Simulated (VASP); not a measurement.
The system is SiNi2.

```
Ni Si
1.0
     3.83600    0.00000    0.00000
    -1.91800    3.32207    0.00000
     0.00000    0.00000    4.94800
Ni Si
4 2
Direct
  0.66667 0.33333 0.75000
  0.33333 0.66667 0.25000
  0.00000 0.00000 0.50000
  0.00000 0.00000 0.00000
  0.66667 0.33333 0.25000
  0.33333 0.66667 0.75000
```

- Program: VASP 6.6.1
- Task: relaxation of cell and atoms
- Functional: PBEsol
- Dispersion: D4
- Potentials or basis: VASP PAW PBE potentials, release 64 (Ni, Si)
- Cutoff: 600 eV
- k mesh: 8 × 8 × 6
- Occupations: fermi-dirac, width 0.05 eV
- Spin: collinear spin, ferromagnetic start
- Starting moments: [1.0, 1.0, 1.0, 1.0, 0.0, 0.0] μB

At the start: pressure -1.0 GPa; volume 10.51 Å³/atom.

Question: Where does the relaxation end?

Answer: Over 5 steps the energy falls by 2.2 meV/atom and the volume is 10.44 Å³/atom (-0.6 %); space group P6_3/mmc (No. 194, to 0.1 Å) before and after; moment 0.00 μB per cell.

Step by step:
| step | energy change (eV) | largest force (eV/Å) | pressure (GPa) | volume (Å³) |
| --- | --- | --- | --- | --- |
| 1 | 0.0000 | 0.0000 | -0.95 | 63.05 |
| 2 | -0.0124 | 0.0000 | 0.77 | 62.48 |
| 3 | -0.0124 | 0.0000 | 0.76 | 62.46 |
| 4 | -0.0124 | 0.0000 | -0.79 | 62.86 |
| 5 | -0.0131 | 0.0000 | -0.10 | 62.66 |

Final structure:
```
Ni Si
1.0
     3.85095    0.00000    0.00000
    -1.92547    3.33502    0.00000
     0.00000    0.00000    4.87898
Ni Si
4 2
Direct
  0.66667 0.33333 0.75000
  0.33333 0.66667 0.25000
  0.00000 0.00000 0.50000
  0.00000 0.00000 0.00000
  0.66667 0.33333 0.25000
  0.33333 0.66667 0.75000
```

Caveat: the PAW data sets were made with another functional, which shifts forces and pressure a little.
